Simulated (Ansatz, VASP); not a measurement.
## SnS2: VASP beside Ansatz

The input INCAR:

```
SYSTEM = SnS2
PREC = Accurate
ENCUT = 500
EDIFF = 1E-7
ISMEAR = 0
SIGMA = 0.02
LREAL = .False.
LASPH = .True.
NELM = 120
ALGO = Normal
ISIF = 3
LWAVE = .False.
LCHARG = .False.
GGA = PE
IVDW = 12
IBRION = 2
NSW = 80
EDIFFG = -0.01
GGA_COMPAT = .False.
NELMIN = 4
```

Contents of KPOINTS:

```
Automatic mesh
0
Gamma
  6 6 4
  0 0 0
```

File POSCAR:

```
SnS2
1.0
    3.6390000000      0.0000000000      0.0000000000
   -1.8195000000      3.1514664444      0.0000000000
    0.0000000000      0.0000000000      5.8680000000
Sn S
1 2
Direct
    0.0000000000      0.0000000000      0.0000000000
    0.3333333333      0.6666666667      0.2500000000
    0.6666666667      0.3333333333      0.7500000000
```

Input for Ansatz:

```yaml
crystal:
  lattice:
    a: 3.639
    b: 3.639
    c: 5.868
    alpha: 90.0
    beta: 90.0
    gamma: 120.0
  atoms:
    - { symbol: Sn, position: [0.0, 0.0, 0.0] }
    - { symbol: S, position: [0.3333333333333333, 0.6666666666666666, 0.25] }
    - { symbol: S, position: [0.6666666666666666, 0.3333333333333333, 0.75] }
kpoints:
  mp_grid:
    grid: [6, 6, 4]
hamiltonian:
  xc: pbe
  dispersion: d3bj
scf:
  occupations:
    method: gaussian
    width: 0.02
relax:
  max_steps: 60
  cell: {}
```

Alike in both runs: task relaxation of cell and atoms; functional PBE; dispersion D3(BJ); k mesh 6 × 6 × 4; occupations gaussian, width 0.02 eV; no spin polarisation.

|  | VASP | Ansatz |
| --- | --- | --- |
| version | VASP 6.6.1 | Ansatz 0.2.0 |
| potentials or method | VASP PAW PBE potentials, release 64 (Sn_d, S) | plane waves, PAW |
| plane-wave cutoff (eV) | 500 | 420 |
| valence electrons in the cell | 26 | 26 |

Ansatz gave:

- relaxed volume (Å³/atom): 22.57
- relaxed cell length with the largest relative difference (Å): 5.804

**Question.** Which values does VASP return?

**Answer.** Relaxed volume (Å³/atom): 22.52; relaxed cell length with the largest relative difference (Å): 5.794.
